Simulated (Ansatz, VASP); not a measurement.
**Two plane-wave programs on Ge3Te2O**

```
Ge Te O
1.0
     3.29661    0.00000    0.00000
     0.00000    3.29661    0.00000
     0.00000    0.00000   11.90450
Ge Te O
3 2 1
Direct
  0.50000 0.00000 0.42833
  0.00000 0.50000 0.57167
  0.00000 0.00000 0.00000
  0.50000 0.00000 0.73555
  0.00000 0.50000 0.26445
  0.50000 0.50000 0.00000
```

Change from the starting cell: species swapped into the Zr2Sb3Pd type (P-4m2, No. 115).

Alike in both runs: functional PBE; k mesh 10 × 10 × 4; occupations gaussian, width 0.1 eV; no spin polarisation.

Ansatz relaxed the structure, and its values are those at the end. VASP's run is a single point on that final structure, the one shown.

|  | VASP | Ansatz |
| --- | --- | --- |
| version | VASP 6.6.1 | Ansatz 0.2.0 |
| potentials or method | VASP PAW PBE potentials, release 64 (Ge_d, Te, O), cutoff 520 eV | scalar-relativistic, plane waves, PAW |
| valence electrons in the cell | 60 | 80 |

```tsv
	VASP	Ansatz	Ansatz less VASP
gap on the k mesh at the Fermi level (eV)	none	none	-
pressure (GPa)	0.0	0.0	+0.03
```

A gap of «none» marks a metal or a gap that the smearing closes. VASP's potentials hold 60 valence electrons a cell and Ansatz's 80, so a difference there can come from the potentials and not from the codes.

Spin-orbit coupling is off throughout.
